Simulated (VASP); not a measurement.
Mo:

```
Mo
1.0
     2.56293    0.00000    0.00000
     0.00000    2.56293    0.00000
     0.00000    0.00000    2.56293
Mo
1
Direct
  0.00000 0.00000 0.00000
```

- Program: VASP 6.6.1
- Task: relaxation of cell and atoms
- Functional: r2SCAN
- Potentials or basis: VASP PAW PBE potentials, release 64 (Mo_sv)
- Cutoff: 550 eV
- k mesh: 12 × 12 × 12
- Occupations: fermi-dirac, width 0.1 eV
- Spin: no spin polarisation

At the start: pressure 8.4 GPa; volume 16.83 Å³/atom.

**Question.** Where does the relaxation end?

**Answer.** Over 4 steps the energy falls by 16.9 meV/atom and the volume is 17.50 Å³/atom (+4.0 %); space group Pm-3m (No. 221, to 0.05 Å).

The path:
| step | energy change (eV) | largest force (eV/Å) | pressure (GPa) | volume (Å³) |
| --- | --- | --- | --- | --- |
| 1 | 0.0000 | 0.0000 | 8.41 | 16.83 |
| 2 | 0.0605 | 0.0000 | -14.54 | 19.08 |
| 3 | -0.0169 | 0.0000 | -0.23 | 17.52 |
| 4 | -0.0169 | 0.0000 | -0.01 | 17.50 |

Final structure:
```yaml
crystal:
  lattice:
    - [2.59628, 0.00000, 0.00000]
    - [0.00000, 2.59628, 0.00000]
    - [0.00000, 0.00000, 2.59628]
  atoms:
    - { symbol: Mo, position: [0.00000, 0.00000, 0.00000] }
```

Caveat: the PAW data sets were made with another functional, which shifts forces and pressure a little.
